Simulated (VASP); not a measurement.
Here is a VASP 6.6.1 calculation.

Contents of INCAR:

```
SYSTEM = GaP
PREC = Accurate
ENCUT = 520
EDIFF = 1E-6
ISMEAR = 0
SIGMA = 0.05
LREAL = .False.
LASPH = .True.
NELM = 100
ALGO = Normal
ISIF = 2
LWAVE = .False.
LCHARG = .False.
GGA = PE
NBANDS = 26
```

The input KPOINTS:

```
regular mesh
0
Gamma
  9 9 9
  0 0 0
```

Contents of POSCAR:

```
GaP
1.0
    1.9869700219      1.1471776770      7.1340171666
   -1.9869700219      1.1471776770      7.1340171666
    0.0000000000     -2.2943553540      7.1340171666
Ga P
2 2
Direct
    0.4355841032      0.4355841032      0.4355841032
    0.5644158968      0.5644158968      0.5644158968
    0.0575077006      0.0575077006      0.0575077006
    0.9424922994      0.9424922994      0.9424922994
```

Potentials or basis: VASP PAW PBE potentials, release 64 (Ga_d, P).

Run with:

```bash
$ cat potpaw_PBE.64/Ga_d/POTCAR potpaw_PBE.64/P/POTCAR > POTCAR
$ mpirun -np 1 vasp_std > vasp.out
```

Problem. What does it give for the band gap on the k mesh?

Solution. Zero (filled and empty bands touch).

Problem. Predict the pressure.

Solution. -7.4 GPa.

Stress tensor (GPa, compression positive):
```
 -4.15   0.00   0.00
  0.00  -4.15   0.00
  0.00   0.00 -13.78
```
